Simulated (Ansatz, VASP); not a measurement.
**One calculation of Pd, two programs**

```xyz
1
Lattice="-1.3700 1.3700 1.9448 1.3700 -1.3700 1.9448 1.3700 1.3700 -1.9448" Properties=species:S:1:pos:R:3 pbc="T T T"
Pd    0.0000    0.0000    0.0000
```

Alike in both runs: functional PBEsol; k mesh 8 × 8 × 8; occupations gaussian, width 0.1 eV; no spin polarisation.

Ansatz relaxed the structure, and its values are those at the end. VASP's run is a single point on that final structure, the one shown.

```csv
,VASP,Ansatz
version,VASP 6.6.1,Ansatz 0.2.0
potentials or method,"VASP PAW PBE potentials, release 64 (Pd), cutoff 500 eV","scalar-relativistic, plane waves, PAW"
valence electrons in the cell,10,18
```

Ansatz gave:

| Quantity | Value |
| --- | --- |
| gap on the k mesh at the Fermi level (eV) | none |
| pressure (GPa) | 0.2 |

Task: Which values does VASP return?

Result: gap on the k mesh at the Fermi level (eV): none; pressure (GPa): 0.0.

VASP's potentials were made for PBE, not for PBEsol. A gap of «none» marks a metal or a gap that the smearing closes. VASP's potentials hold 10 valence electrons a cell and Ansatz's 18, so a difference there can come from the potentials and not from the codes.

The k mesh is coarse, so the values compare programs but aren't converged.
